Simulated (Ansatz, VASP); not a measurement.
CuSn2 in VASP and in Ansatz

```xyz
6
Lattice="3.2876 0.0000 0.0000 -1.6438 2.8471 0.0000 0.0000 0.0000 14.3790" Properties=species:S:1:pos:R:3 pbc="T T T"
Cu    1.6438    0.9490    5.1108
Cu    1.6438    0.9490    9.2681
Sn    0.0000    1.8981   11.3479
Sn    0.0000    1.8981    3.0311
Sn    0.0000    1.8981    7.1895
Sn    1.6438    0.9490    0.0000
```

Alike in both runs: functional PBE; k mesh 6 × 6 × 2; occupations gaussian, width 0.1 eV; no spin polarisation.

Ansatz relaxed the structure, and its values are those at the end. VASP's run is a single point on that final structure, the one shown.

```csv
,VASP,Ansatz
version,VASP 6.6.1,Ansatz 0.2.0
potentials or method,"VASP PAW PBE potentials, release 64 (Cu, Sn_d), cutoff 520 eV","scalar-relativistic, plane waves, PAW"
valence electrons in the cell,78,94
```

```tsv
	VASP	Ansatz	Ansatz less VASP
gap on the k mesh at the Fermi level (eV)	none	none	-
pressure (GPa)	0.1	0.2	+0.02
rms of the force components (eV/Å)	0.014	0.011	-0.0029
```

A gap of «none» marks a metal or a gap that the smearing closes. VASP's potentials hold 78 valence electrons a cell and Ansatz's 94, so a difference there can come from the potentials and not from the codes.

The k mesh is coarse, so the values compare programs but aren't converged.
